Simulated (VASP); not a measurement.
A run of VASP 6.6.1:

The input INCAR:

```
SYSTEM = Be16C
PREC = Accurate
ENCUT = 520
EDIFF = 1E-6
ISMEAR = 0
SIGMA = 0.15
LREAL = Auto
LASPH = .True.
NELM = 80
ALGO = Normal
ISIF = 2
LWAVE = .False.
LCHARG = .False.
GGA = PE
IVDW = 12
NBANDS = 32
```

KPOINTS

```
Automatic mesh
0
Gamma
  5 5 3
  0 0 0
```

Contents of POSCAR:

```
Be16C
1.0
   -2.2900000000     -3.9663960000      0.0000000000
    3.4350000000     -1.9831980000      0.0000000000
    0.0000000000      0.0000000000      7.1768600000
Be C
16 1
Direct
    0.7184257947      0.4927333537      0.0054402622
    0.4992035114      0.3257915695      0.2558379291
    0.7451321180      0.4944266522      0.4960311334
    0.4992070454      0.2930812617      0.7409513353
    0.4992038487      0.0195012557      0.0036354339
    0.2546237218      0.8367896137      0.2540768526
    0.4992040233     -0.0093600544      0.4951462060
    0.2622894498      0.8213789927      0.7492365742
    0.2799832447      0.4927276944      0.0054376148
   -0.0007958977      0.3361660537      0.2594641668
    0.2532777838      0.4944276928      0.4960307154
   -0.0007933886      0.3591834469      0.7382469492
   -0.0007989474      0.0358950249      0.0128209273
    0.7437826237      0.8367901625      0.2540789426
   -0.0007952087      0.0013196425      0.4968950209
    0.7361203863      0.8213769096      0.7492358775
   -0.0007948931      0.6742674512     -0.1051085015
```

Potentials or basis: VASP PAW PBE potentials, release 64 (Be, C).

The run is started by

```sh
$ cat potpaw_PBE.64/Be/POTCAR potpaw_PBE.64/C/POTCAR > POTCAR
$ mpirun -np 1 vasp_std > vasp.out
```

Hardware: 1 thread of Intel(R) Xeon(R) Platinum 8259CL CPU @ 2.50GHz (Skylake/Cascade Lake), with other jobs on the host.

Question: Estimate the wall time of this run.

Answer: Wall time 2.9 min on 1 thread of Intel(R) Xeon(R) Platinum 8259CL CPU @ 2.50GHz (Skylake/Cascade Lake), with other jobs on the host, peak memory 0.26 GiB. Counts: scf iterations 15, k points 24.
